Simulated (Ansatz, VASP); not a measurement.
Zr2B3 in VASP and in Ansatz

```xyz
5
Lattice="5.5819 0.0000 0.0000 -2.7909 4.8340 0.0000 0.0000 0.0000 3.5945" Properties=species:S:1:pos:R:3 pbc="T T T"
Zr    0.0000    3.2227    1.7972
Zr    2.7909    1.6113    1.7972
B     2.7909    0.0000    0.0000
B    -1.3955    2.4170    0.0000
B     1.3955    2.4170    0.0000
```

Alike in both runs: functional PBE; k mesh 12 × 12 × 10; occupations gaussian, width 0.1 eV; no spin polarisation.

Ansatz relaxed the structure, and its values are those at the end. VASP's run is a single point on that final structure, the one shown.

|  | VASP | Ansatz |
| --- | --- | --- |
| version | VASP 6.6.1 | Ansatz 0.2.0 |
| potentials or method | VASP PAW PBE potentials, release 64 (Zr_sv, B), cutoff 520 eV | scalar-relativistic, plane waves, PAW |
| valence electrons in the cell | 33 | 33 |

```tsv
	VASP	Ansatz	Ansatz less VASP
gap on the k mesh at the Fermi level (eV)	none	none	-
pressure (GPa)	0.0	0.0	-0.04
```

A gap of «none» marks a metal or a gap that the smearing closes.
